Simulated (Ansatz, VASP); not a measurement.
# Two plane-wave programs on NbCd3

File INCAR:

```
SYSTEM = NbCd3
PREC = Accurate ; ENCUT = 520
EDIFF = 1E-6 ; ISMEAR = -1
SIGMA = 0.05 ; LREAL = .False.
LASPH = .True. ; NELM = 80
ALGO = Normal ; ISIF = 2
LWAVE = .False. ; LCHARG = .True.
GGA = PE ; LELF = .True.
LVHAR = .True. ; NBANDS = 32
```

File KPOINTS:

```
Automatic mesh
0
Gamma
  6 6 6
  0 0 0
```

File POSCAR:

```
NbCd3
1.0
    4.1289554482      0.0000000000      0.0000000000
    0.0000000000      4.1289554482      0.0000000000
    0.0000000000      0.0000000000      4.1289554482
Cd Nb
3 1
Direct
    0.5000000000      0.5000000000      0.0000000000
    0.5000000000      0.0000000000      0.5000000000
    0.0000000000      0.5000000000      0.5000000000
    0.0000000000      0.0000000000      0.0000000000
```

input.yaml

```yaml
crystal:
  lattice:
    - [4.1289554482, 0.0, 0.0]
    - [0.0, 4.1289554482, 0.0]
    - [0.0, 0.0, 4.1289554482]
  atoms:
    - { symbol: Cd, position: [0.5, 0.5, 0.0] }
    - { symbol: Cd, position: [0.5, 0.0, 0.5] }
    - { symbol: Cd, position: [0.0, 0.5, 0.5] }
    - { symbol: Nb, position: [0.0, 0.0, 0.0] }
hamiltonian:
  xc: pbe
  pseudopotentials: { kind: paw }
kpoints:
  mp_grid: { grid: [6, 6, 6] }
scf:
  occupations: { method: fermi_dirac, width: 0.05 }
output:
  forces: true
  stress: true
  eigenvalues: true
  write_density: true
  write_potential: true
  elf: true
  volumetric_format: npy
```

Alike in both runs: task single point; functional PBE; k mesh 6 × 6 × 6; occupations fermi-dirac, width 0.05 eV; no spin polarisation.

|  | VASP | Ansatz |
| --- | --- | --- |
| version | VASP 6.6.1 | Ansatz 0.2.0 |
| potentials or method | VASP PAW PBE potentials, release 64 (Cd, Nb_sv) | Ansatz PAW |
| plane-wave cutoff (eV) | 520 | 420 |
| valence electrons in the cell | 49 | 73 |

Ansatz gave:

- gap on the k mesh at the Fermi level (eV): none
- pressure (GPa): 16.5

Task: Estimate VASP's values.

Result: gap on the k mesh at the Fermi level (eV): none; pressure (GPa): 17.2.

A gap of «none» marks a metal or a gap that the smearing closes. With one functional, cell and mesh, what is left measures potentials, basis and numerics. VASP's potentials hold 49 valence electrons a cell and Ansatz's 73, so a difference there can come from the potentials and not from the codes.
